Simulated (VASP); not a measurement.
Wanted: the native input for a VASP 6.6.1 run.

```
Task                   : single point
Functional             : PBEsol
Potentials or basis    : VASP PAW PBE potentials, release 64 (Ag)
Cutoff                 : 520 eV
k mesh                 : 20 × 20 × 20
Occupations            : gaussian, width 0.15 eV
Spin                   : no spin polarisation
Dipole correction      : no
Further INCAR settings : ALGO = Fast; EDIFF = 1e-06; NBANDS = 12
```

The structure of Ag lies in POSCAR:

```
Ag
1.0
    0.0000000000      2.0431000000      2.2065480000
    2.0431000000      0.0000000000      2.2065480000
    2.0431000000      2.0431000000      0.0000000000
Ag
1
Direct
    0.0000000000      0.0000000000      0.0000000000
```

This cell differs from its parent crystal: strain +0.000 along x and y, +0.080 along z.

One way to write it, as run:

INCAR

```
SYSTEM = Ag
PREC = Accurate
ENCUT = 520
EDIFF = 1E-6
ISMEAR = 0
SIGMA = 0.15
LREAL = .FALSE.
LASPH = .TRUE.
NELM = 80
ALGO = Fast
ISIF = 2
LWAVE = .FALSE.
LCHARG = .FALSE.
GGA = PS
NBANDS = 12
```

KPOINTS

```
regular mesh
0
G
  20 20 20
  0 0 0
```

Potentials or basis: VASP PAW PBE potentials, release 64 (Ag).

Command:

```sh
$ cat potpaw_PBE.64/Ag/POTCAR > POTCAR
$ mpirun -np 1 vasp_std > vasp.out
```

Results of the run:

```yaml
Pressure: -8.9 GPa
```

Caveat: the cell differs from its parent crystal (strain +0.000 along x and y, +0.080 along z); the PAW data sets were made with another functional, which shifts forces and pressure a little.

Run time: 57 s on 1 thread of Intel(R) Xeon(R) Platinum 8375C CPU @ 2.90GHz (Ice Lake) (shared host), peak memory 0.25 GiB.
